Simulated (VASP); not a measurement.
SrP2H2, 5 atoms in the cell. It takes space group I4/mmm (No. 139, tetragonal). Conventional cell: a = 3.663 Å, b = 3.663 Å, c = 11.208 Å, α = 90.00°, β = 90.00°, γ = 90.00°. Within 2.9 Å of P (site symmetry 4mm) lie 4 H at 2.16 Å. Within 4.0 Å of Sr (site symmetry 4/mmm) lie 10 P at 3.07 to 3.95 Å and 8 H at 3.35 Å and 4 Sr at 3.66 Å. Within 2.9 Å of H (site symmetry -4m2) lie 4 P at 2.16 Å and 4 H at 2.59 Å. 

```yaml
Program: VASP 6.6.1
Task: density of states
Functional: PBE
Potentials_or_basis: VASP PAW PBE potentials, release 64 (P, Sr_sv, H)
Cutoff: 520 eV
k_mesh: 10 × 10 × 10
Occupations: fermi-dirac, width 0.1064 eV
Spin: no spin polarisation
Dipole_correction: no
k_mesh_for_the_DOS: 15 × 15 × 15
Occupations_for_the_DOS: tetrahedron
Further_INCAR_settings: ALGO = Normal; EDIFF = 1e-06
```

Potentials or basis: VASP PAW PBE potentials, release 64 (P, Sr_sv, H).

Run with:

```sh
$ cat potpaw_PBE.64/P/POTCAR potpaw_PBE.64/Sr_sv/POTCAR potpaw_PBE.64/H/POTCAR > POTCAR
$ cp INCAR.step1 INCAR
$ cp KPOINTS.step1 KPOINTS
$ mpirun -np 1 vasp_std > vasp.out
$ cp INCAR.step2 INCAR
$ cp KPOINTS.step2 KPOINTS
$ mpirun -np 1 vasp_std > vasp.out
```

Hardware: 1 thread of AMD EPYC 9R14 (Zen 4), with other jobs on the host.

Question: Estimate the wall time of this run.

Answer: Wall time 2.8 min on 1 thread of AMD EPYC 9R14 (Zen 4), on a shared host, peak memory 0.43 GiB. Counts: k points 288.
